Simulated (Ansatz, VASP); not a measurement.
## Two plane-wave programs on Ti2B3

The input INCAR:

```
SYSTEM = Ti2B3
  PREC = Accurate
  ENCUT = 600
  EDIFF = 1E-6
  ISMEAR = 0
  SIGMA = 0.1
  LREAL = .False.
  LASPH = .True.
  NELM = 80
  ALGO = Normal
  ISIF = 3
  LWAVE = .False.
  LCHARG = .False.
  GGA = PE
  IBRION = 2
  NSW = 100
  EDIFFG = -0.01
```

Contents of KPOINTS:

```
Automatic mesh
0
Gamma
  12 12 8
  0 0 0
```

The input POSCAR:

```
Ti2B3
1.0
    3.6901090456      0.0000000000      0.0000000000
   -1.8450545228      3.1957281762      0.0000000000
    0.0000000000      0.0000000000      4.5663289054
Ti B
2 3
Direct
    0.3333333333      0.6666666667      0.2521008288
    0.6666666667      0.3333333333      0.7478991712
    0.0000000000      0.0000000000      0.0000000000
    0.3333333333      0.6666666667      0.7462884379
    0.6666666667      0.3333333333      0.2537115621
```

Input for Ansatz:

```yaml
crystal:
  lattice:
    - [3.6901090456, 0.0, 0.0]
    - [-1.8450545228, 3.1957281762, 0.0]
    - [0.0, 0.0, 4.5663289054]
  atoms:
    - { symbol: Ti, position: [0.3333333333, 0.6666666667, 0.2521008288] }
    - { symbol: Ti, position: [0.6666666667, 0.3333333333, 0.7478991712] }
    - { symbol: B, position: [0.0, 0.0, 0.0] }
    - { symbol: B, position: [0.3333333333, 0.6666666667, 0.7462884379] }
    - { symbol: B, position: [0.6666666667, 0.3333333333, 0.2537115621] }
basis:
  ecutwfc: 420
kpoints:
  mp_grid: { grid: [12, 12, 8] }
hamiltonian:
  xc: pbe
scf:
  occupations: { method: gaussian, width: 0.1 }
output:
  forces: true
  stress: true
  eigenvalues: true
relax:
  adjacent_minimum: "off"
  f_tol: 0.01
  max_steps: 80
  cell: { stress_tol: 0.05 }
```

Alike in both runs: task relaxation of cell and atoms; functional PBE; k mesh 12 × 12 × 8; occupations gaussian, width 0.1 eV; no spin polarisation.

```csv
,VASP,Ansatz
version,VASP 6.6.1,Ansatz 0.2.0
potentials or method,"VASP PAW PBE potentials, release 64 (Ti_sv, B), cutoff 600 eV","scalar-relativistic, plane waves, PAW"
valence electrons in the cell,33,33
```

Ansatz gave:

| Property | Result |
| --- | --- |
| gap on the k mesh at the Fermi level, each at its own relaxed structure (eV) | none |
| relaxed volume (Å³/atom) | 10.76 |
| relaxed cell length with the largest relative difference (Å) | 4.565 |

What did VASP give for the same quantities?

gap on the k mesh at the Fermi level, each at its own relaxed structure (eV): none; relaxed volume (Å³/atom): 10.76; relaxed cell length with the largest relative difference (Å): 4.564.

A gap of «none» marks a metal or a gap that the smearing closes.
